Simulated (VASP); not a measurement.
Here is a VASP 6.6.1 calculation.

INCAR

```
PREC = Accurate ; ENCUT = 560
EDIFF = 1E-6 ; ISMEAR = -1
SIGMA = 0.1 ; LREAL = False
LASPH = True ; NELM = 120
ALGO = Normal ; ISIF = 2
LWAVE = False ; LCHARG = True
LELF = True ; LVHAR = True
NBANDS = 22 ; GGA_COMPAT = False
```

KPOINTS

```
Automatic mesh
0
Gamma
  10 10 10
```

The input POSCAR:

```
Re
1.0
    0.0000000000      2.7808411420      2.7808411420
    2.7808411420      0.0000000000      2.7808411420
    2.7808411420      2.7808411420      0.0000000000
Re
2
Direct
    0.1250000000      0.1250000000      0.1250000000
    0.8750000000      0.8750000000      0.8750000000
```

Potentials or basis: VASP PAW LDA potentials, release 64 (Re_sv_GW).

Launch:

```console
$ cat potpaw_LDA.64/Re_sv_GW/POTCAR > POTCAR
$ mpirun -np 1 vasp_std > vasp.out
```

Task: Estimate the band gap on the k mesh.

Result: Zero (bands 15 and 16 overlap by 1.25 eV).

Task: Predict the pressure.

Result: -0.3 GPa.

Caveat: spin-orbit coupling is left out, which moves the levels of the heavy elements.
